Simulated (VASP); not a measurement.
## HfO2: single point with PBE

Crystal: HfO2.

```
Hf O
1.0
     3.55802    0.00000    0.00000
     0.00000    3.55802    0.00000
     0.00000    0.00000    5.17186
Hf O
2 4
Direct
  0.50000 0.50000 0.50000
  0.00000 0.00000 0.00000
  0.00000 0.50000 0.69721
  0.50000 0.00000 0.80279
  0.50000 0.00000 0.30279
  0.00000 0.50000 0.21654
```

```json
{
 "Program": "VASP 6.6.1",
 "Task": "single point",
 "Functional": "PBE",
 "Potentials or basis": "VASP PAW PBE potentials, release 64 (Hf_pv, O)",
 "Cutoff": "520 eV",
 "k mesh": "6 × 6 × 4",
 "Occupations": "gaussian, width 0.01 eV",
 "Spin": "no spin polarisation",
 "Dipole correction": "no",
 "Further INCAR settings": "ALGO = Normal; EDIFF = 1e-06; NBANDS = 31"
}
```

```
Pressure               : 5.5 GPa
Largest force          : 1.319 eV/Å
Band gap on the k mesh : 4.56 eV, indirect (least direct gap 4.63 eV)
```

Forces in eV/Å, atoms in the order of the input:
```
Hf   0.000  0.000 -0.101
Hf   0.000  0.000  0.611
O    0.000  0.000  1.005
O    0.000  0.000  0.038
O    0.000  0.000 -0.234
O    0.000  0.000 -1.319
```

Stress tensor (GPa, compression positive):
```
8.17 0.00 0.00
0.00 4.21 0.00
0.00 0.00 4.21
```

Levels at points of the mesh, in eV from the valence-band top:
```tsv
k point	band 19	band 20	band 21	band 22	band 23	band 24	band 25	band 26
(0.00, 0.00, 0.00)	-0.67	-0.23	-0.21	-0.07	4.56	4.63	5.74	6.10
(0.50, 0.00, 0.00)	-1.55	-1.50	-0.25	-0.24	4.91	5.01	6.01	6.27
(0.00, 0.50, 0.00)	-1.66	-1.47	-0.25	-0.24	5.10	5.13	5.70	6.13
(0.50, 0.50, 0.00)	-0.98	-0.90	-0.51	-0.36	5.32	5.68	6.05	6.07
(0.00, 0.00, 0.50)	-0.74	-0.58	-0.13	-0.01	5.21	5.36	5.36	5.66
(0.50, 0.00, 0.50)	-1.51	-1.43	-1.25	-1.10	5.03	5.23	5.49	5.59
(0.00, 0.50, 0.50)	-1.49	-1.41	-1.06	-0.91	5.21	5.23	5.24	5.60
(0.50, 0.50, 0.50)	-1.51	-1.33	-0.11	0.00	5.75	5.84	6.00	6.33
```

It took 82 s on 1 thread of Intel(R) Xeon(R) Platinum 8259CL CPU @ 2.50GHz (Skylake/Cascade Lake) (shared host), peak memory 0.23 GiB.

Caveat: spin-orbit coupling is left out, which moves the levels of the heavy elements; forces of over 1 eV/Å act on the atoms, so gaps and moduli don't describe the material at rest. PBE gaps usually lie below the measured ones, often by a third to a half.
